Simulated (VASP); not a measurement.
The system is Ir.

```
Ir
1.0
     0.00000    1.91970    1.91970
     1.91970    0.00000    1.91970
     1.91970    1.91970    0.00000
Ir
1
Direct
  0.00000 0.00000 0.00000
```

```yaml
Program: VASP 6.6.1
Task: relaxation of cell and atoms
Functional: RPBE
Potentials_or_basis: VASP PAW PBE potentials, release 64 (Ir)
Cutoff: 600 eV
k_mesh: 14 × 14 × 14
Occupations: fermi-dirac, width 0.1 eV
Spin: no spin polarisation
```

At the start: pressure 14.2 GPa; volume 14.15 Å³/atom.

Q: How do energy, volume and symmetry change on relaxing?

A: Over 4 steps the energy falls by 23.9 meV/atom and the volume is 14.71 Å³/atom (+4.0 %); space group Fm-3m (No. 225, to 0.05 Å).

The path:
```tsv
step	energy change (eV)	largest force (eV/Å)	pressure (GPa)	volume (Å³)
1	0.0000	0.0000	14.24	14.15
2	0.2247	0.0000	-31.65	16.88
3	-0.0238	0.0000	-0.78	14.75
4	-0.0239	0.0000	-0.07	14.71
```

Final structure:
```yaml
crystal:
  lattice:
    - [0.00000, 1.94491, 1.94491]
    - [1.94491, 0.00000, 1.94491]
    - [1.94491, 1.94491, 0.00000]
  atoms:
    - { symbol: Ir, position: [0.00000, 0.00000, 0.00000] }
```

Caveat: the PAW data sets were made with another functional, which shifts forces and pressure a little.
